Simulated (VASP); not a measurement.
# Al3N in VASP: further runs

Al3N is run at these levels: PBE; tasks: single point.

Program: VASP 6.6.1. These are calculated values, not measurements. Logs are shortened: lines on timing, memory, paths and dates and some standing lists are left out, and cuts for length are marked.

## Step 1: The cell of the first run

The cell holds a slab with vacuum, 4 atoms: a = 2.857 Å, b = 2.857 Å, c = 20.102 Å, α = 90.00°, β = 90.00°, γ = 120.00°.

## Step 2: Single point, PBE

Input file INCAR:

```
  ALGO = Normal
  DIPOL = 0.5 0.5 0.354
  EDIFF = 1E-7
  ENCUT = 520
  GGA = PE
  IDIPOL = 3
  ISIF = 2
  ISMEAR = 0
  LASPH = T
  LCHARG = T
  LDIPOL = T
  LELF = T
  LREAL = F
  LVACPOTAV = T
  LVHAR = T
  LWAVE = F
  NBANDS = 15
  NELM = 100
  PREC = Accurate
  SIGMA = 0.1
```

Input file KPOINTS:

```
k-points
0
Gamma
  9 9 1
```

Input file POSCAR:

```
Al3N
1.0
    2.8571514048      0.0000000000      0.0000000000
   -1.4285757024      2.4743656990      0.0000000000
    0.0000000000      0.0000000000     20.1016425018
Al N
3 1
Direct
    0.6666666667      0.3333333334      0.1989887145
    0.3333333333      0.6666666666      0.3134533094
    0.0000000000      0.0000000000      0.4279074459
    0.0000000000      0.5000000000      0.4752837142
```

Potentials or basis: VASP PAW PBE potentials, release 64 (Al, N).

Run with:

```console
> cat potpaw_PBE.64/Al/POTCAR potpaw_PBE.64/N/POTCAR > POTCAR
> mpirun -np 1 vasp_std > vasp.out
```

OUTCAR:

```text
EDIFF = 1E-7
   ENCUT = 520
   GGA = PE
   ISIF = 2
   ISMEAR = 0
   LASPH = T
   LREAL = F
   NELM = 100
   PREC = Accurate

 ion  position               nearest neighbor table
   1  0.667  0.333  0.199-   2 2.83   2 2.83   2 2.83
   2  0.333  0.667  0.313-   3 2.83   3 2.83   3 2.83   1 2.83   1 2.83   1 2.83
   3  0.000  0.000  0.428-   4 1.72   4 1.72   2 2.83   2 2.83   2 2.83
   4  0.000  0.500  0.475-   3 1.72   3 1.72

  LATTYP: Found a hexagonal cell.
 ALAT       =     2.8571514048
 C/A-ratio  =     7.0355538275

  Lattice vectors:

 A1 = (   2.8571514048,   0.0000000000,   0.0000000000)
 A2 = (  -1.4285757024,   2.4743656990,   0.0000000000)
 A3 = (   0.0000000000,   0.0000000000,  20.1016425018)

Analysis of symmetry for initial positions (statically):
=====================================================================
 Subroutine PRICEL returns:
 Original cell was already a primitive cell.

 Routine SETGRP: Setting up the symmetry group for a
 hexagonal supercell.

 Subroutine GETGRP returns: Found  2 space group operations
 (whereof  2 operations were pure point group operations)
 out of a pool of 24 trial point group operations.

The static configuration has the point symmetry C_1h.

Analysis of symmetry for dynamics (positions and initial velocities):
=====================================================================
 Subroutine PRICEL returns:
 Original cell was already a primitive cell.

 Routine SETGRP: Setting up the symmetry group for a
 hexagonal supercell.

 Subroutine GETGRP returns: Found  2 space group operations
 (whereof  2 operations were pure point group operations)
 out of a pool of 24 trial point group operations.

The dynamic configuration has the point symmetry C_1h.

 Subroutine INISYM returns: Found  2 space group operations
 (whereof  2 operations are pure point group operations),
 and found     1 'primitive' translations

----------------------------------------------------------------------------------------

                                     Primitive cell

  volume of cell :     142.1113

  direct lattice vectors                    reciprocal lattice vectors
     2.857151405  0.000000000  0.000000000     0.349998953  0.202071990  0.000000000
    -1.428575702  2.474365699  0.000000000     0.000000000  0.404143979  0.000000000
     0.000000000  0.000000000 20.101642502     0.000000000  0.000000000  0.049747179

  length of vectors
     2.857151405  2.857151405 20.101642502     0.404143979  0.404143979  0.049747179

  position of ions in fractional coordinates (direct lattice)
     0.666666667  0.333333333  0.198988714
     0.333333333  0.666666667  0.313453309
     0.000000000  0.000000000  0.427907446
     0.000000000  0.500000000  0.475283714

  ion indices of the primitive-cell ions
   primitive index   ion index
                 1           1
                 2           2
                 3           3
                 4           4

----------------------------------------------------------------------------------------

 KPOINTS: k-points

Automatic generation of k-mesh.
 Grid dimensions read from file:
 generate k-points for:    9    9    1

 Generating k-lattice:

  Cartesian coordinates                     Fractional coordinates (reciprocal lattice)
     0.038888773  0.022452443  0.000000000     0.111111111  0.000000000  0.000000000
     0.000000000  0.044904887  0.000000000     0.000000000  0.111111111  0.000000000
     0.000000000  0.000000000  0.049747179     0.000000000  0.000000000  1.000000000

  Length of vectors
     0.044904887  0.044904887  0.049747179

  Shift w.r.t. Gamma in fractional coordinates (k-lattice)
     0.000000000  0.000000000  0.000000000

 Subroutine IBZKPT returns following result:
 ===========================================

 Found     25 irreducible k-points:

 Following reciprocal coordinates:
            Coordinates               Weight
  0.000000  0.000000  0.000000      1.000000
  0.111111 -0.000000  0.000000      2.000000
  0.000000  0.111111  0.000000      4.000000
  0.222222 -0.000000  0.000000      2.000000
  0.000000  0.222222  0.000000      4.000000
  0.333333 -0.000000  0.000000      2.000000
[... 16 lines left out ...]
 -0.222222 -0.444444  0.000000      4.000000
  0.444444  0.333333  0.000000      4.000000
   k-points           NKPTS =     25   k-points in BZ     NKDIM =     25   number of bands    NBANDS=     15
   number of dos      NEDOS =    301   number of ions     NIONS =      4
   total plane-waves  NPLWV =  86400
   dimension x,y,z NGX =    24 NGY =   24 NGZ =  150
   dimension x,y,z NGXF=    48 NGYF=   48 NGZF=  300
   ions per type =               3   1
   NGX,Y,Z   is equivalent  to a cutoff of  13.96, 13.96, 12.41 a.u.
   NGXF,Y,Z  is equivalent  to a cutoff of  27.93, 27.93, 24.81 a.u.
 SYSTEM =  unknown system
   PREC   = accura    normal or accurate (medium, high low for compatibility)
   ISTART =      0    job   : 0-new  1-cont  2-samecut
   ICHARG =      2    charge: 1-file 2-atom 10-const
   ISPIN  =      1    spin polarized calculation?
   LNONCOLLINEAR =      F non collinear calculations
   LSORBIT =      F    spin-orbit coupling
   LASPH  =      T    aspherical Exc in radial PAW
   ENCUT  =  520.0 eV  38.22 Ry    6.18 a.u.   5.31  5.31 37.38*2*pi/ulx,y,z
   NELM   =    100;   NELMIN=  2; NELMDL= -5     # of ELM steps
   EDIFF  = 0.1E-06   stopping-criterion for ELM
   LREAL  =      F    real-space projection
   EDIFFG = 0.1E-05   stopping-criterion for IOM
   NSW    =      0    number of steps for IOM
   IBRION =     -1    ionic relax: 0-MD 1-quasi-New 2-CG
   NFREE  =      0    steps in history (QN), initial steepest desc. (CG)
   ISIF   =      2    stress and relaxation
   ISYM   =      2    0-nonsym 1-usesym 2-fastsym
   POTIM  = 0.5000    time-step for ionic-motion
   TEBEG  =    0.0;   TEEND  =   0.0 temperature during run
   PSTRESS=    0.0 pullay stress
   NELECT =      14.0000    total number of electrons
   NUPDOWN=      -1.0000    fix difference up-down
   EMIN   =  10.00;   EMAX   =-10.00  energy-range for DOS
   EFERMI =   0.00;   METHOD = LEGACY
   ISMEAR =     0;   SIGMA  =   0.10  broadening in eV -4-tet -1-fermi 0-gaus
   EFERMI_NEDOS =   21; number of points for ismear=-14 and -15
   IALGO  =     38    algorithm
   IMIX   =      4    mixing-type and parameters
     AMIX     =   0.40;   BMIX     =  1.00
     AMIX_MAG =   1.60;   BMIX_MAG =  1.00
  volume/ion in A,a.u.               =      35.53       239.75
  Fermi-wavevector in a.u.,A,eV,Ry     =   0.756092  1.428807  7.778111  0.571675
  Thomas-Fermi vector in A             =   1.854134
   LORBIT       =      0    0 simple, 1 ext, 2 COOP (PROOUT), +10 PAW based schemes
   GGA     = PE    functional components
   LHFCALC =     F    Hartree Fock is set to
   AEXX    =    0.0000 exact exchange contribution
   IVDW    =     0    specifies the selected vdW correction
   LEPSILON=     F    determine dielectric tensor
   LRPA    =     F    only Hartree local field effects (RPA)
 non-spin polarized calculation
 Gauss-broadening in eV      SIGMA  =   0.10
  energy-cutoff  :      520.00
  volume of cell :      142.11
 maximum number of plane-waves:      3849
 NGX is ok and might be reduce to    24
   NGX = 11   NGY = 11   NGZ = 75

 dipolmoment           0.000000      0.000000     -0.042280 electrons x Angstroem

 number of electron      13.9999999 magnetization

 dipolmoment           0.000000      0.000000      0.151348 electrons x Angstroem

 Free energy of the ion-electron system (eV)
  ---------------------------------------------------
  ext. energy  EPLUGINS =         0.00000000
  ---------------------------------------------------
  free energy    TOTEN  =       -17.65845761 eV

  energy without entropy =      -17.64016040  energy(sigma->0) =      -17.64930900

 E-fermi :  -0.9278     XC(G=0):  -4.7774

 val. band max:       -0.9683399791   @ k =   0.0000   0.4444   0.0000
 cond. band min:      -0.9252024025   @ k =  -0.2222  -0.4444   0.0000
 fundamental gap:      0.0431375766
 Fermi energy:        -0.9277710566

 k-point     1 :       0.0000    0.0000    0.0000
  band No.  band energies     occupation
      1     -15.8254      2.00000
      2     -11.3309      2.00000
      3      -8.9038      2.00000
      4      -5.6527      2.00000
      5      -2.7788      2.00000
      6      -1.3097      2.00000
      7       0.2653      0.00000
      8       0.3811      0.00000
      9       2.8112      0.00000
     10       4.3835      0.00000
     11       5.9736      0.00000
     12       6.9708      0.00000
     13       7.7184      0.00000
     14       8.8881      0.00000
     15      10.3025      0.00000

 k-point     2 :       0.1111   -0.0000    0.0000
  band No.  band energies     occupation
      1     -15.6498      2.00000
      2     -11.0389      2.00000
      3      -8.6264      2.00000
      4      -5.4008      2.00000
      5      -2.5814      2.00000
      6      -1.4423      2.00000
      7      -0.7074      0.00183
      8       0.6686      0.00000
      9       3.1400      0.00000
     10       4.7068      0.00000
     11       6.2302      0.00000
     12       6.8140      0.00000
     13       7.2715      0.00000
     14       7.9803      0.00000
     15       8.3067      0.00000
[... 365 lines left out ...]
      3      -5.3660      2.00000
      4      -3.7234      2.00000
      5      -3.4751      2.00000
      6      -2.9411      2.00000
      7      -2.0086      2.00000
      8      -0.9252      0.97102
      9      -0.0930      0.00000
     10       0.7254      0.00000
     11       1.8099      0.00000
     12       2.8679      0.00000
     13       4.5317      0.00000
     14       5.6424      0.00000
     15       7.0227      0.00000

 k-point    24 :       0.4444    0.3333    0.0000
  band No.  band energies     occupation
      1     -13.7472      2.00000
      2      -6.0978      2.00000
      3      -5.3247      2.00000
      4      -3.9073      2.00000
      5      -3.3402      2.00000
      6      -3.0020      2.00000
      7      -1.9517      2.00000
      8      -0.9692      1.44202
      9      -0.1525      0.00000
     10       0.6884      0.00000
     11       1.9083      0.00000
     12       2.7673      0.00000
     13       4.8565      0.00000
     14       5.2633      0.00000
     15       7.2194      0.00000

 [... further k-points ...]
[... 5 lines left out ...]
  --------------------------------------------------------------------------------------
  -------------------------------------------------------------------------------------
  Total        2.0645548      6.9972782      1.8355425     -4.2718638      0.0080114      0.0138762
  in kB       23.2759977     78.8880161     20.6940907    -48.1614207      0.0903218      0.1564418
  external PRESSURE =      40.9527015 kB  Pullay stress =       0.0000000 kB

 VOLUME and BASIS-vectors are now :
 -----------------------------------------------------------------------------
  energy-cutoff  :      520.00
  volume of cell :      142.11
      direct lattice vectors                 reciprocal lattice vectors
     2.857151405  0.000000000  0.000000000     0.349998953  0.202071990  0.000000000
    -1.428575702  2.474365699  0.000000000     0.000000000  0.404143979  0.000000000
     0.000000000  0.000000000 20.101642502     0.000000000  0.000000000  0.049747179

 POSITION                                       TOTAL-FORCE (eV/Angst)
 -----------------------------------------------------------------------------------
      1.42858      0.82479      4.00000         0.031375      0.018114     -0.322876
     -0.00000      1.64958      6.30093        -0.053330     -0.030790     -0.145777
      0.00000      0.00000      8.60164        -0.015064     -0.008697      0.452007
     -0.71429      1.23718      9.55398         0.037019      0.021373      0.016646
 -----------------------------------------------------------------------------------
    total drift:                                0.000159      0.000091     -0.000267

  FREE ENERGIE OF THE ION-ELECTRON SYSTEM (eV)
  ---------------------------------------------------
  free  energy   TOTEN  =       -17.6584576114 eV

  energy  without entropy=      -17.6401603962  energy(sigma->0) =      -17.64930900

 vacuum level on the upper side and lower side of the slab         7.023         3.148
```

Wall time 65 s (1 thread of Intel Xeon 6975P-C (Granite Rapids), shared host); peak memory 0.28 GiB.

Results:

```yaml
Free_energy: -17.6585 eV
Largest_force: 0.452 eV/Å
Band_gap_on_the_k_mesh: zero (band 7 reaches 0.27 eV, above the bottom of band 8 at -1.57 eV)
```

Forces in eV/Å, atoms in the order of the input:
```
Al   0.031  0.018 -0.323
Al  -0.053 -0.031 -0.146
Al  -0.015 -0.009  0.452
N    0.037  0.021  0.017
```

## Step 3: Single point, PBE

Input file INCAR:

```
PREC = Accurate ; ENCUT = 520
EDIFF = 1E-7 ; ISMEAR = 0
SIGMA = 0.1 ; LREAL = False
LASPH = True ; NELM = 60
ALGO = Normal ; ISIF = 2
LWAVE = False ; LCHARG = False
LDIPOL = True ; IDIPOL = 3
DIPOL = 0.5 0.5 0.362 ; GGA = PE
NBANDS = 15
```

Input file KPOINTS:

```
regular mesh
0
Gamma
  9 9 1
```

Input file POSCAR:

```
Al3N
1.0
    2.8571514048      0.0000000000      0.0000000000
   -1.4285757024      2.4743656990      0.0000000000
    0.0000000000      0.0000000000     20.1016425018
Al N
3 1
Direct
    0.6666666666      0.3333333333      0.1989887145
    0.3333333334      0.6666666667      0.3134533094
    0.0000000000      0.0000000000      0.4279074459
    0.1666666666      0.3333333333      0.5057696530
```

Potentials or basis: VASP PAW PBE potentials, release 64 (Al, N).

Run with:

```console
> cat potpaw_PBE.64/Al/POTCAR potpaw_PBE.64/N/POTCAR > POTCAR
> mpirun -np 1 vasp_std > vasp.out
```

Run time: 69 s. Hardware: 1 thread of Intel Xeon 6975P-C (Granite Rapids), shared host; peak memory 0.29 GiB.

It converged, with:

| Quantity | Value |
| --- | --- |
| Free energy | -15.7782 eV |
| Largest force | 1.809 eV/Å |
| Band gap on the k mesh | zero (band 7 reaches 0.23 eV, above the bottom of band 8 at -1.51 eV) |

Forces on the atoms (eV/Å):
```
Al   0.000 -0.011 -0.214
Al   0.000  0.122  0.179
Al   0.000 -1.809 -0.012
N    0.000  1.698  0.046
```

Levels at points of the mesh, in eV from the Fermi level:
```tsv
k point	band 4	band 5	band 6	band 7	band 8	band 9	band 10	band 11
(0.00, 0.00, 0.00)	-5.38	-2.57	0.01	1.15	1.25	3.04	4.63	6.44
```

## Step 4: Single point, PBE

Input file INCAR:

```
  PREC = Accurate
  ENCUT = 520
  EDIFF = 1E-7
  ISMEAR = 0
  SIGMA = 0.1
  LREAL = F
  LASPH = T
  NELM = 100
  ALGO = Normal
  ISIF = 2
  LWAVE = F
  LCHARG = F
  LDIPOL = T
  IDIPOL = 3
  DIPOL = 0.5 0.5 0.362
  GGA = PE
  NBANDS = 15
```

KPOINTS is that of step 3.

Input file POSCAR:

```
Al3N
1.0
    2.8571514048      0.0000000000      0.0000000000
   -1.4285757024      2.4743656990      0.0000000000
    0.0000000000      0.0000000000     20.1016425018
Al N
3 1
Direct
    0.6666666667      0.3333333334      0.1989887145
    0.3333333333      0.6666666666      0.3134533094
    0.0000000000      0.0000000000      0.4279074459
    0.3333333333      0.1666666666      0.5058299957
```

Run with:

```console
> cat potpaw_PBE.64/Al/POTCAR potpaw_PBE.64/N/POTCAR > POTCAR
> mpirun -np 1 vasp_std > vasp.out
```

Run time: 62 s. Hardware: 1 thread of Intel Xeon 6975P-C (Granite Rapids), shared host; peak memory 0.29 GiB.

It converged, with:

* Free energy: -15.8084 eV
* Largest force: 1.778 eV/Å
* Band gap on the k mesh: zero (band 7 reaches 0.21 eV, above the bottom of band 8 at -1.50 eV)

Forces in eV/Å, atoms in the order of the input:
```
Al   0.015  0.009 -0.214
Al  -0.028 -0.016  0.184
Al  -1.527 -0.881 -0.014
N    1.539  0.889  0.045
```

Levels at points of the mesh, in eV from the Fermi level:
| k point | band 3 | band 4 | band 5 | band 6 | band 7 | band 8 | band 9 | band 10 | band 11 | band 12 |
| --- | --- | --- | --- | --- | --- | --- | --- | --- | --- | --- |
| (0.00, 0.00, 0.00) | -8.35 | -5.37 | -2.57 | 0.01 | 1.14 | 1.24 | 3.06 | 4.65 | 6.46 | 8.27 |
